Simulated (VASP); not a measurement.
A run of VASP 6.6.1 is set up as follows.

The input INCAR:

```
  ALGO = Normal
  EDIFF = 1E-6
  ENCUT = 520
  GGA = PE
  ISIF = 2
  ISMEAR = 0
  LASPH = True
  LCHARG = False
  LREAL = False
  LWAVE = False
  NBANDS = 16
  NELM = 80
  PREC = Accurate
  SIGMA = 0.1
```

File KPOINTS:

```
k-points
0
Gamma
  6 6 6
```

File POSCAR:

```
GaAs
1.0
    3.5162248560     -2.0314449021     -0.0981768305
    3.5162248560      2.0314449021     -0.0981768305
   -2.2527122199      0.0000000000      3.3810307057
Ga As
1 1
Direct
    0.9999993996      0.9999993996      1.0000186863
    0.7500006004      0.7500006004      0.2499813137
```

Potentials or basis: VASP PAW PBE potentials, release 64 (Ga_d, As).

Launch:

```bash
$ cat potpaw_PBE.64/Ga_d/POTCAR potpaw_PBE.64/As/POTCAR > POTCAR
$ mpirun -np 1 vasp_std > vasp.out
```

(1) Estimate the band gap on the k mesh.

(2) Predict the pressure.

Results:

(1) 0.16 eV, direct.

(2) 0.2 GPa.
